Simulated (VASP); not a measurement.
Runs of VASP 6.6.1 on GaF. The structure is that of space group F-43m (No. 216), or close to it. The cells are those of the table. 

```csv
task,level,cell,cutoff (eV),share of exact exchange,gap on the mesh (eV),pressure (GPa)
single point,HF,"a = 4.211 Å, angles 60.0°, 2 atoms",520,1,9.35,-0.2
single point,HF,"a = 4.025 Å, angles 60.0°, 2 atoms",520,1,8.63,3.4
single point,r2SCAN50,"a = 4.025 Å, angles 60.0°, 2 atoms",520,0.5,5.49,(a)
relaxation of cell and atoms,HF,"relaxed from a = 4.025 Å, angles 60.0°, 2 atoms",600,1,(b),0.0
```

Alike in all rows: potentials or basis VASP PAW PBE potentials, release 64 (Ga_d, F); no spin polarisation; k mesh 4 × 4 × 4; smearing fermi-dirac 0.05 eV.

Task: Fill in the values left out.

Result: (a) -0.9; (b) 9.29.

Caveats: all runs use coarse meshes; the PAW data sets were made with another functional, which shifts forces and pressure a little.

A k mesh can miss the band edges, and the runs leave out spin-orbit coupling on Ga.
